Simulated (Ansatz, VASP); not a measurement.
## Two plane-wave programs on CaS

The input POSCAR:

```
CaS
1.0
    0.0000000000      2.8842488341      2.8842488341
    2.8842488341      0.0000000000      2.8842488341
    2.8842488341      2.8842488341      0.0000000000
Ca S
1 1
Direct
    0.5000000000      0.5000000000      0.5000000000
    0.0000000000      0.0000000000      0.0000000000
```

Contents of INCAR.step1:

```
SYSTEM = CaS
PREC = Accurate ; ENCUT = 550
ISMEAR = 0 ; SIGMA = 0.05
LREAL = .False. ; LASPH = .True.
NELM = 120 ; NBANDS = 15
GGA = PE ; ALGO = Normal
EDIFF = 1E-5 ; LWAVE = .True.
LCHARG = .False. ; GGA_COMPAT = .False.
```

Contents of INCAR.step2:

```
SYSTEM = CaS
PREC = Accurate ; ENCUT = 550
EDIFF = 1E-6 ; ISMEAR = 0
SIGMA = 0.05 ; LREAL = .False.
LASPH = .True. ; NELM = 120
ALGO = Normal ; ISIF = 2
LWAVE = .False. ; LCHARG = .True.
METAGGA = R2SCAN ; LMIXTAU = .True.
LELF = .True. ; LVHAR = .True.
NBANDS = 15 ; ISTART = 1
GGA_COMPAT = .False.
```

The input KPOINTS:

```
Automatic mesh
0
Gamma
  8 8 8
  0 0 0
```

Input for Ansatz:

```yaml
crystal:
  lattice:
    - [0.0, 2.8842488341, 2.8842488341]
    - [2.8842488341, 0.0, 2.8842488341]
    - [2.8842488341, 2.8842488341, 0.0]
  atoms:
    - { symbol: Ca, position: [0.5, 0.5, 0.5] }
    - { symbol: S, position: [0.0, 0.0, 0.0] }
basis:
  ecutwfc: 500
  ecutrho_ratio: 4
kpoints:
  mp_grid: { grid: [8, 8, 8] }
hamiltonian:
  xc: r2scan
scf:
  occupations: { method: gaussian, width: 0.05 }
output:
  forces: true
  stress: true
  eigenvalues: true
```

Alike in both runs: task single point; functional r2SCAN; k mesh 8 × 8 × 8; occupations gaussian, width 0.05 eV; no spin polarisation.

|  | VASP | Ansatz |
| --- | --- | --- |
| version | VASP 6.6.1 | Ansatz 0.2.0 |
| potentials or method | VASP PAW PBE potentials, release 64 (Ca_sv, S), cutoff 550 eV | scalar-relativistic, plane waves, PAW |
| valence electrons in the cell | 16 | 16 |

|  | VASP | Ansatz | Ansatz less VASP |
| --- | --- | --- | --- |
| gap on the k mesh at the Fermi level (eV) | 2.89 | 2.88 | -0.004 |
| least direct gap on the mesh (eV) | 3.68 | 3.68 | -0.001 |
| pressure (GPa) | -1.9 | -2.2 | -0.26 |

VASP's potentials were made for PBE, not for r2SCAN.
